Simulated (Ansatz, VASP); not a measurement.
# MgO in VASP and in Ansatz

Contents of INCAR:

```
SYSTEM = MgO
  ALGO = Normal
  EDIFF = 1E-6
  ENCUT = 520
  GGA = PE
  ISIF = 2
  ISMEAR = 0
  LASPH = .True.
  LCHARG = .True.
  LELF = .True.
  LREAL = .False.
  LVHAR = .True.
  LWAVE = .False.
  NBANDS = 16
  NELM = 80
  PREC = Accurate
  SIGMA = 0.05
```

KPOINTS

```
k-points
0
Gamma
  9 9 6
  0 0 0
```

The input POSCAR:

```
MgO
1.0
    3.5213164829      0.0000000000      0.0000000000
   -1.7606582415      3.0495495290      0.0000000000
    0.0000000000      0.0000000000      4.0698000000
Mg O
2 2
Direct
    0.6666666667      0.3333333333      0.7500000000
    0.3333333333      0.6666666667      0.2500000000
    0.6666666667      0.3333333333      0.2500000000
    0.3333333333      0.6666666667      0.7500000000
```

Input for Ansatz:

```yaml
crystal:
  lattice:
    - [3.5213164829, 0.0, 0.0]
    - [-1.7606582415, 3.049549529, 0.0]
    - [0.0, 0.0, 4.0698]
  atoms:
    - { symbol: Mg, position: [0.6666666667, 0.3333333333, 0.75] }
    - { symbol: Mg, position: [0.3333333333, 0.6666666667, 0.25] }
    - { symbol: O, position: [0.6666666667, 0.3333333333, 0.25] }
    - { symbol: O, position: [0.3333333333, 0.6666666667, 0.75] }
basis:
  ecutwfc: 520.0
kpoints:
  mp_grid: { grid: [9, 9, 6] }
hamiltonian:
  xc: pbe
  pseudopotentials: { kind: paw, azcp: { folder: soft_1 } }
scf:
  occupations: { method: gaussian, width: 0.05 }
output:
  forces: true
  stress: true
  eigenvalues: true
```

Alike in both runs: task single point; functional PBE; k mesh 9 × 9 × 6; occupations gaussian, width 0.05 eV; no spin polarisation.

```csv
,VASP,Ansatz
version,VASP 6.6.1,Ansatz 0.2.0
potentials or method,"VASP PAW PBE potentials, release 64 (Mg, O), cutoff 520 eV","scalar-relativistic, plane waves, PAW"
valence electrons in the cell,16,32
```

Ansatz gave:

- gap on the k mesh at the Fermi level (eV): 3.53
- least direct gap on the mesh (eV): 3.53
- pressure (GPa): 6.2
- traceless stress, the component that is largest in VASP (GPa): 5.86

**Question.** What did VASP give for the same quantities?

**Answer.** gap on the k mesh at the Fermi level (eV): 3.51; least direct gap on the mesh (eV): 3.51; pressure (GPa): 5.6; traceless stress, the component that is largest in VASP (GPa): 5.79.

VASP's potentials hold 16 valence electrons a cell and Ansatz's 32, so a difference there can come from the potentials and not from the codes.
